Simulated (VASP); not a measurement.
# MgS (P1) in VASP: a series of runs

Runs on MgS. Level: PBE. Tasks: single point.

Everything below comes from runs of VASP 6.6.1. Logs are shortened: lines on timing, memory, paths and dates and some standing lists are left out, and cuts for length are marked.

## Step 1: The cell of the first run

The typed cell holds 16 atoms: a = 7.596 Å, b = 7.596 Å, c = 7.596 Å, α = 60.00°, β = 60.00°, γ = 60.00°.

## Step 2: Single point, PBE

INCAR

```
ALGO = Normal
EDIFF = 1E-6
ENCUT = 400
GGA = PE
GGA_COMPAT = F
ISIF = 2
ISMEAR = -1
ISYM = -1
LASPH = T
LCHARG = F
LREAL = Auto
LWAVE = F
NBANDS = 46
NELM = 120
PREC = Accurate
SIGMA = 0.2241
```

KPOINTS

```
explicit points
4
Reciprocal
  0.25000000   0.25000000   0.25000000 2
  0.25000000   0.25000000   0.75000000 2
  0.25000000   0.75000000   0.25000000 2
  0.25000000   0.75000000   0.75000000 2
```

POSCAR

```
MgS
1.0
    5.3712631248      0.0000000000     -5.3712631248
    0.0000000000      5.3712631248     -5.3712631248
    5.3712631248      5.3712631248      0.0000000000
Mg S
8 8
Direct
    0.5531816131      0.5219587897      0.0122267330
    0.4795765801      0.5266487480      0.4990731114
    0.4678798900     -0.0145557941      0.0047646148
    0.4759500588     -0.0229571699      0.5722907124
    0.0509017141      0.4738417093      0.0240992662
    0.0089262989      0.5095945658      0.4404138179
   -0.0633248627     -0.0359091513     -0.0037947312
   -0.0371538306      0.0157432243      0.5381378519
    0.2868022780      0.2801602649      0.7285380383
    0.2995749720      0.2148118558      0.1948145112
    0.2431854425      0.7740318996      0.7374695501
    0.2185328614      0.6919488794      0.2563100090
    0.7340956696      0.2688566854      0.7582806698
    0.7885927205      0.2285294858      0.2019912216
    0.7627381874      0.7542126323      0.7479446467
    0.7571115779      0.7383867459      0.2709918442
```

Potentials or basis: VASP PAW PBE potentials, release 64 (Mg, S).

Launch:

```bash
$ cat potpaw_PBE.64/Mg/POTCAR potpaw_PBE.64/S/POTCAR > POTCAR
$ mpirun -np 1 vasp_std > vasp.out
```

OUTCAR:

```text
EDIFF = 1E-6
   ENCUT = 400
   GGA = PE
   ISIF = 2
   ISMEAR = -1
   ISYM = -1
   LASPH = T
   LREAL = Auto
   NELM = 120
   PREC = Accurate

 ion  position               nearest neighbor table
   1  0.553  0.522  0.012-  14 2.37  15 2.40  12 2.44  13 2.78  10 3.11  11 3.16   3 3.22   4 3.44
                             2 3.47   5 3.66
   2  0.480  0.527  0.499-   9 2.37  11 2.61  16 2.64  13 2.76  12 2.79  14 3.20   1 3.47   3 3.63

   3  0.468  0.985  0.005-  10 2.28   9 2.53  15 2.65  12 2.92  13 2.96  16 2.99   1 3.22   4 3.29
                             7 3.45   5 3.49   2 3.63
   4  0.476  0.977  0.572-  11 2.38  15 2.52   9 2.55  16 2.91  10 3.09  14 3.11   3 3.29   1 3.44

   5  0.051  0.474  0.024-  10 2.30   9 2.66  11 2.69  16 2.76  14 2.79  15 3.03   6 3.15   7 3.29
                             3 3.49   1 3.66
   6  0.009  0.510  0.440-  12 2.11  16 2.29  13 2.81  10 2.91  15 2.98   9 3.07   5 3.15   7 3.45
                             8 3.61
   7  0.937  0.964  0.996-  16 2.25  13 2.46  11 2.50  14 2.62  12 2.91   8 3.21   5 3.29   3 3.45
                             6 3.45
   8  0.963  0.016  0.538-  15 2.50  13 2.55  11 2.59  14 2.83  10 2.98   7 3.21   6 3.61
   9  0.287  0.280  0.729-   2 2.37   3 2.53   4 2.55   5 2.66   6 3.07
  10  0.300  0.215  0.195-   3 2.28   5 2.30   6 2.91   8 2.98   4 3.09   1 3.11
  11  0.243  0.774  0.737-   4 2.38   7 2.50   8 2.59   2 2.61   5 2.69   1 3.16
  12  0.219  0.692  0.256-   6 2.11   1 2.44   2 2.79   7 2.91   3 2.92
  13  0.734  0.269  0.758-   7 2.46   8 2.55   2 2.76   1 2.78   6 2.81   3 2.96
  14  0.789  0.229  0.202-   1 2.37   7 2.62   5 2.79   8 2.83   4 3.11   2 3.20
  15  0.763  0.754  0.748-   1 2.40   8 2.50   4 2.52   3 2.65   6 2.98   5 3.03
  16  0.757  0.738  0.271-   7 2.25   6 2.29   2 2.64   5 2.76   4 2.91   3 2.99

IMPORTANT INFORMATION: All symmetrisations will be switched off!
NOSYMM: (Re-)initialisation of all symmetry stuff for point group C_1.

----------------------------------------------------------------------------------------

                                     Primitive cell

  volume of cell :     309.9269

  direct lattice vectors                    reciprocal lattice vectors
     5.371263125  0.000000000 -5.371263125     0.093087974 -0.093087974 -0.093087974
     0.000000000  5.371263125 -5.371263125    -0.093087974  0.093087974 -0.093087974
     5.371263125  5.371263125  0.000000000     0.093087974  0.093087974  0.093087974

  length of vectors
     7.596113158  7.596113158  7.596113158     0.161233100  0.161233100  0.161233100

  position of ions in fractional coordinates (direct lattice)
     0.553181613  0.521958790  0.012226733
     0.479576580  0.526648748  0.499073111
     0.467879890  0.985444206  0.004764615
     0.475950059  0.977042830  0.572290712
     0.050901714  0.473841709  0.024099266
     0.008926299  0.509594566  0.440413818
[... 8 lines left out ...]
     0.762738187  0.754212632  0.747944647
     0.757111578  0.738386746  0.270991844

  ion indices of the primitive-cell ions
   primitive index   ion index
                 1           1
                 2           2
                 3           3
                 4           4
                 5           5
                 6           6
[... 8 lines left out ...]
                15          15
                16          16

----------------------------------------------------------------------------------------

 KPOINTS: explicit points

Read explicit list of k-points.

 Found      4 k-points:

 Following reciprocal coordinates:
            Coordinates               Weight
  0.250000  0.250000  0.250000      0.250000
  0.250000  0.250000  0.750000      0.250000
  0.250000  0.750000  0.250000      0.250000
  0.250000  0.750000  0.750000      0.250000
   k-points           NKPTS =      4   k-points in BZ     NKDIM =      4   number of bands    NBANDS=     46
   number of dos      NEDOS =    301   number of ions     NIONS =     16
   total plane-waves  NPLWV = 125000
   dimension x,y,z NGX =    50 NGY =   50 NGZ =   50
   dimension x,y,z NGXF=   100 NGYF=  100 NGZF=  100
   ions per type =               8   8
   NGX,Y,Z   is equivalent  to a cutoff of  10.94, 10.94, 10.94 a.u.
   NGXF,Y,Z  is equivalent  to a cutoff of  21.89, 21.89, 21.89 a.u.
 SYSTEM =  unknown system
   PREC   = accura    normal or accurate (medium, high low for compatibility)
   ISTART =      0    job   : 0-new  1-cont  2-samecut
   ICHARG =      2    charge: 1-file 2-atom 10-const
   ISPIN  =      1    spin polarized calculation?
   LNONCOLLINEAR =      F non collinear calculations
   LSORBIT =      F    spin-orbit coupling
   LASPH  =      T    aspherical Exc in radial PAW
   ENCUT  =  400.0 eV  29.40 Ry    5.42 a.u.  12.39 12.39 12.39*2*pi/ulx,y,z
   NELM   =    120;   NELMIN=  2; NELMDL= -5     # of ELM steps
   EDIFF  = 0.1E-05   stopping-criterion for ELM
   LREAL  =      T    real-space projection
   EDIFFG = 0.1E-04   stopping-criterion for IOM
   NSW    =      0    number of steps for IOM
   IBRION =     -1    ionic relax: 0-MD 1-quasi-New 2-CG
   NFREE  =      0    steps in history (QN), initial steepest desc. (CG)
   ISIF   =      2    stress and relaxation
   ISYM   =     -1    0-nonsym 1-usesym 2-fastsym
   POTIM  = 0.5000    time-step for ionic-motion
   TEBEG  =    0.0;   TEEND  =   0.0 temperature during run
   PSTRESS=    0.0 pullay stress
   NELECT =      64.0000    total number of electrons
   NUPDOWN=      -1.0000    fix difference up-down
   EMIN   =  10.00;   EMAX   =-10.00  energy-range for DOS
   EFERMI =   0.00;   METHOD = LEGACY
   ISMEAR =    -1;   SIGMA  =   0.22  broadening in eV -4-tet -1-fermi 0-gaus
   EFERMI_NEDOS =   21; number of points for ismear=-14 and -15
   IALGO  =     38    algorithm
   IMIX   =      4    mixing-type and parameters
     AMIX     =   0.40;   BMIX     =  1.00
     AMIX_MAG =   1.60;   BMIX_MAG =  1.00
  volume/ion in A,a.u.               =      19.37       130.72
  Fermi-wavevector in a.u.,A,eV,Ry     =   0.967643  1.828580 12.739578  0.936333
  Thomas-Fermi vector in A             =   2.097546
   LORBIT       =      0    0 simple, 1 ext, 2 COOP (PROOUT), +10 PAW based schemes
   GGA     = PE    functional components
   LHFCALC =     F    Hartree Fock is set to
   AEXX    =    0.0000 exact exchange contribution
   IVDW    =     0    specifies the selected vdW correction
   LEPSILON=     F    determine dielectric tensor
   LRPA    =     F    only Hartree local field effects (RPA)
 non-spin polarized calculation
  energy-cutoff  :      400.00
  volume of cell :      309.93
 maximum number of plane-waves:      5654
 NGX is ok and might be reduce to    50
   NGX = 25   NGY = 25   NGZ = 25

 number of electron      63.9999999 magnetization

 Free energy of the ion-electron system (eV)
  ---------------------------------------------------
  ext. energy  EPLUGINS =         0.00000000
  ---------------------------------------------------
  free energy    TOTEN  =       -63.70466222 eV

  energy without entropy =      -63.69585689  energy(sigma->0) =      -63.70025956

 E-fermi :   4.7053     XC(G=0):  -9.2417

 val. band max:        3.2002452129   @ k =   0.2500   0.2500   0.2500
 cond. band min:       6.0615272410   @ k =   0.2500   0.2500   0.2500
 fundamental gap:      2.8612820282
 Fermi energy:         4.7052570014

 k-point     1 :       0.2500    0.2500    0.2500
  band No.  band energies     occupation
      1      -9.4679      2.00000
      2      -8.7926      2.00000
      3      -8.6591      2.00000
      4      -8.3671      2.00000
      5      -8.2390      2.00000
      6      -7.8717      2.00000
[... 36 lines left out ...]
     43       8.5983      0.00000
     44       8.8246      0.00000

 k-point     2 :       0.2500    0.2500    0.7500
  band No.  band energies     occupation
      1      -9.2336      2.00000
      2      -9.0037      2.00000
      3      -8.6707      2.00000
      4      -8.3738      2.00000
      5      -8.2758      2.00000
      6      -7.9717      2.00000
[... 36 lines left out ...]
     43       8.7313      0.00000
     44       8.9723      0.00000

 k-point     3 :       0.2500    0.7500    0.2500
  band No.  band energies     occupation
      1      -9.3173      2.00000
      2      -8.7855      2.00000
      3      -8.6791      2.00000
      4      -8.5124      2.00000
      5      -8.3289      2.00000
      6      -7.8902      2.00000
[... 36 lines left out ...]
     43       8.8673      0.00000
     44       9.0842      0.00000

 k-point     4 :       0.2500    0.7500    0.7500
  band No.  band energies     occupation
      1      -9.2334      2.00000
      2      -8.9744      2.00000
      3      -8.7181      2.00000
      4      -8.4058      2.00000
      5      -8.2358      2.00000
      6      -7.9211      2.00000
[... 36 lines left out ...]
     43       8.9654      0.00000
     44       9.1371      0.00000
 [bands above 44 left out]

------------------------ aborting loop because EDIFF is reached ----------------------------------------

  FORCE on cell =-STRESS in cart. coord.  units (eV):
  Direction    XX          YY          ZZ          XY          YZ          ZX
  --------------------------------------------------------------------------------------
  -------------------------------------------------------------------------------------
  Total        3.8374017     -2.6136215      7.9952419      0.4500401     -0.2685526      1.0102532
  in kB       19.8375741    -13.5112021     41.3316659      2.3264973     -1.3882914      5.2225371
  external PRESSURE =      15.8860126 kB  Pullay stress =       0.0000000 kB

 VOLUME and BASIS-vectors are now :
 -----------------------------------------------------------------------------
  energy-cutoff  :      400.00
  volume of cell :      309.93
      direct lattice vectors                 reciprocal lattice vectors
     5.371263125  0.000000000 -5.371263125     0.093087974 -0.093087974 -0.093087974
     0.000000000  5.371263125 -5.371263125    -0.093087974  0.093087974 -0.093087974
     5.371263125  5.371263125  0.000000000     0.093087974  0.093087974  0.093087974

 POSITION                                       TOTAL-FORCE (eV/Angst)
 -----------------------------------------------------------------------------------
      3.03696      2.86925     -5.77486        -0.205860     -0.859461      1.123886
      5.25659      5.50942     -5.40470         0.211957     -0.304203     -0.118519
      2.53870      5.31867     -7.80619        -0.348097     -0.799229     -0.174785
      5.63038      8.32188     -7.80441        -0.602981     -0.022474     -1.386527
      0.40285      2.67457     -2.81854        -1.308971     -0.615611      0.583328
      2.41352      5.10274     -2.78511         1.901885      0.066915      3.639767
[... 8 lines left out ...]
      8.11428      8.06848     -8.14794        -0.047784      0.526321     -0.033016
      5.52221      5.42164     -8.03271        -1.471016     -0.298217      2.267543
 -----------------------------------------------------------------------------------
    total drift:                               -0.002425      0.000442     -0.001932

  FREE ENERGIE OF THE ION-ELECTRON SYSTEM (eV)
  ---------------------------------------------------
  free  energy   TOTEN  =       -63.7046622201 eV

  energy  without entropy=      -63.6958568931  energy(sigma->0) =      -63.70025956
```

It took 99 s on 1 thread of Intel Xeon Platinum 8488C (Sapphire Rapids), shared host; peak memory 0.33 GiB.

What came out:

```
Free energy            : -63.7047 eV
Pressure               : 1.6 GPa
Largest force          : 4.908 eV/Å
Band gap on the k mesh : 2.86 eV
```

Forces in eV/Å, atoms in the order of the input:
```
Mg  -0.206 -0.859  1.124
Mg   0.212 -0.304 -0.119
Mg  -0.348 -0.799 -0.175
Mg  -0.603 -0.022 -1.387
Mg  -1.309 -0.616  0.583
Mg   1.902  0.067  3.640
Mg   0.205  0.855 -2.033
Mg  -0.666 -0.354 -0.682
S   -0.445 -0.661  1.131
S    1.531  2.307  0.694
S   -0.256 -0.121  0.690
S    0.598  0.377 -4.857
S   -0.323 -0.822 -0.814
S    1.226  0.724 -0.031
S   -0.048  0.526 -0.033
S   -1.471 -0.298  2.268
```

Stress tensor (GPa, compression positive):
```
 1.98  0.23  0.52
 0.23 -1.35 -0.14
 0.52 -0.14  4.13
```

Caveat: the stress differs along the axes, from -1 to 4 GPa; the atoms stand as in a frame of molecular dynamics; a shifted mesh leaves out Γ, where band edges can lie; forces of over 1 eV/Å act on the atoms, so gaps and moduli don't describe the material at rest. A k mesh can miss the band edges.

## Step 3: Single point, PBE

INCAR

```
SYSTEM = MgS
ALGO = Normal
EDIFF = 1E-6
ENCUT = 400
GGA = PE
GGA_COMPAT = .False.
ISIF = 2
ISMEAR = -1
ISYM = -1
LASPH = .True.
LCHARG = .False.
LREAL = Auto
LWAVE = .False.
NBANDS = 46
NELM = 120
PREC = Accurate
SIGMA = 0.2241
```

KPOINTS is that of step 2.

POSCAR

```
MgS
1.0
    5.3712631248      0.0000000000     -5.3712631248
    0.0000000000      5.3712631248     -5.3712631248
    5.3712631248      5.3712631248      0.0000000000
Mg S
8 8
Direct
    0.5661335014      0.4534008004      0.0616810222
    0.4730558606      0.5733622480      0.4410805140
    0.4207453531      0.0144941698     -0.0055054089
    0.4926360781     -0.0487516612      0.5932118621
    0.0324126739      0.4074198097      0.0289380722
   -0.0010058156      0.4785435828      0.4407934307
   -0.0752488736     -0.0128866336     -0.0441260267
   -0.0613816513      0.0648223689      0.5123377753
    0.2844238803      0.2678434228      0.6999877706
    0.2586616905      0.2420637325      0.2403846116
    0.2543982613      0.7105069909      0.7403766875
    0.2726858592      0.7219045893      0.1950854903
    0.7413818514      0.2912707800      0.7128667710
    0.8198161955      0.1974033808      0.2067127367
    0.7641387891      0.8012406765      0.7038218781
    0.7241341393      0.7480415512      0.2790177962
```

Potentials or basis: VASP PAW PBE potentials, release 64 (Mg, S).

Launch:

```bash
$ cat potpaw_PBE.64/Mg/POTCAR potpaw_PBE.64/S/POTCAR > POTCAR
$ mpirun -np 1 vasp_std > vasp.out
```

Wall time 93 s (1 thread of Intel Xeon Platinum 8488C (Sapphire Rapids), shared host); peak memory 0.33 GiB.

The run converged. Its results:

- Free energy: -63.2956 eV
- Pressure: 3.3 GPa
- Largest force: 3.045 eV/Å
- Band gap on the k mesh: 2.85 eV

Forces in eV/Å, atoms in the order of the input:
```
Mg  -2.526 -0.720  0.028
Mg   0.270  0.500  1.303
Mg   0.819 -0.444 -0.460
Mg  -2.548 -0.752  1.262
Mg  -1.155  0.048 -2.368
Mg   0.729  1.181 -0.895
Mg   1.071 -0.492 -0.040
Mg   0.874 -1.503 -0.023
S   -0.722  0.338  0.210
S    0.542 -0.900  0.339
S   -0.592  1.673 -0.276
S    0.054  0.668  0.153
S    0.370  1.156  0.279
S    0.593 -0.212  0.813
S    2.954 -0.011  0.739
S   -0.734 -0.530 -1.064
```

Stress tensor (GPa, compression positive):
```
 6.23 -0.83 -0.43
-0.83  2.07 -0.16
-0.43 -0.16  1.47
```

Levels at points of the mesh, in eV from the valence-band top:
```tsv
k point	band 29	band 30	band 31	band 32	band 33	band 34	band 35	band 36
(0.25, 0.25, 0.25)	-0.60	-0.52	-0.27	0.00	2.85	3.05	3.25	3.34
```

Caveat: the cell stands under pressure; the atoms stand as in a frame of molecular dynamics; a shifted mesh leaves out Γ, where band edges can lie; forces of over 1 eV/Å act on the atoms, so gaps and moduli don't describe the material at rest.

## Step 4: Single point, PBE

INCAR

```
ALGO = Normal ; EDIFF = 1E-6
ENCUT = 400 ; GGA = PE
GGA_COMPAT = False ; ISIF = 2
ISMEAR = -1 ; ISYM = -1
LASPH = True ; LCHARG = False
LREAL = Auto ; LWAVE = False
NBANDS = 46 ; NELM = 120
PREC = Accurate ; SIGMA = 0.2241
```

KPOINTS is that of step 3.

POSCAR

```
MgS
1.0
    5.3712631248      0.0000000000     -5.3712631248
    0.0000000000      5.3712631248     -5.3712631248
    5.3712631248      5.3712631248      0.0000000000
Mg S
8 8
Direct
    0.5574438322      0.4241995685      0.0267139212
    0.3982517613      0.5630885938      0.4859067484
    0.4535190221      0.0098114724     -0.0149683600
    0.5062309250     -0.0838418245      0.5308988656
    0.0040268927      0.4675608775     -0.0705114405
   -0.0313562185      0.5588064539      0.4390875005
   -0.0425042480     -0.0160814129     -0.0934144331
    0.0126025291      0.0225037384      0.4948056795
    0.2760992090      0.2437852084      0.7009838119
    0.2481318582      0.2692263377      0.2280440320
    0.2043762286      0.7533480312      0.7450127478
    0.3034840152      0.7301838336      0.1814445648
    0.7309074065      0.3574995221      0.6715802068
    0.7911087953      0.1950689206      0.2500941527
    0.8141453692      0.7678331715      0.7135924848
    0.6706002697      0.7930751857      0.2210963180
```

Launch:

```bash
$ cat potpaw_PBE.64/Mg/POTCAR potpaw_PBE.64/S/POTCAR > POTCAR
$ mpirun -np 1 vasp_std > vasp.out
```

Run time: 100 s. Hardware: 1 thread of Intel Xeon Platinum 8488C (Sapphire Rapids), shared host; peak memory 0.33 GiB.

It converged, with:

| Item | Value |
| --- | --- |
| Free energy | -63.4014 eV |
| Pressure | 1.0 GPa |
| Largest force | 3.956 eV/Å |
| Band gap on the k mesh | 2.80 eV |

Forces in eV/Å, atoms in the order of the input:
```
Mg  -0.042  0.413  0.498
Mg   1.434 -1.091 -0.317
Mg  -0.378  0.364 -0.532
Mg  -0.309  0.690 -1.035
Mg   1.885  0.350  1.002
Mg   0.106 -0.733 -0.984
Mg   0.253  3.945  0.156
Mg  -1.901 -0.348 -0.860
S   -0.012 -0.149  0.338
S   -0.373 -0.196  0.291
S    1.370 -1.973 -1.045
S   -1.382 -0.145  1.393
S    0.991 -0.219  1.402
S   -0.897 -0.496 -0.567
S   -2.169 -0.002  1.151
S    1.424 -0.413 -0.891
```

Stress tensor (GPa, compression positive):
```
 1.86 -0.67 -0.88
-0.67  1.04  0.40
-0.88  0.40  0.13
```

Levels at points of the mesh, in eV from the valence-band top:
| k point | band 28 | band 29 | band 30 | band 31 | band 32 | band 33 | band 34 | band 35 | band 36 | band 37 |
| --- | --- | --- | --- | --- | --- | --- | --- | --- | --- | --- |
| (0.25, 0.25, 0.25) | -0.85 | -0.73 | -0.43 | -0.22 | 0.00 | 2.80 | 2.88 | 3.08 | 3.24 | 3.64 |

Caveat: the atoms stand as in a frame of molecular dynamics; a shifted mesh leaves out Γ, where band edges can lie; forces of over 1 eV/Å act on the atoms, so gaps and moduli don't describe the material at rest. A k mesh can miss the band edges.

## Step 5: The runs side by side

| cell | gap on the mesh (eV) | pressure (GPa) | largest force (eV/Å) |
| --- | --- | --- | --- |
| as given, atomic positions A | 2.86 | 1.6 | 4.91 |
| as given, atomic positions B | 2.85 | 3.3 | 3.04 |
| as given, atomic positions C | 2.80 | 1.0 | 3.96 |

Alike in all rows: task single point; level PBE; potentials or basis VASP PAW PBE potentials, release 64 (Mg, S); no spin polarisation; k mesh 2 × 2 × 2, shifted; cutoff (eV) 400; smearing fermi-dirac 0.2241 eV.

Caveats: the atoms stand as in a frame of molecular dynamics; a shifted mesh leaves out Γ, where band edges can lie; forces of over 1 eV/Å act on the atoms, so gaps and moduli don't describe the material at rest; the stress differs along the axes, from -1 to 4 GPa (at least some runs); the cell stands under pressure (at least some runs).

Absolute energies hang on the potentials; compare differences alone.
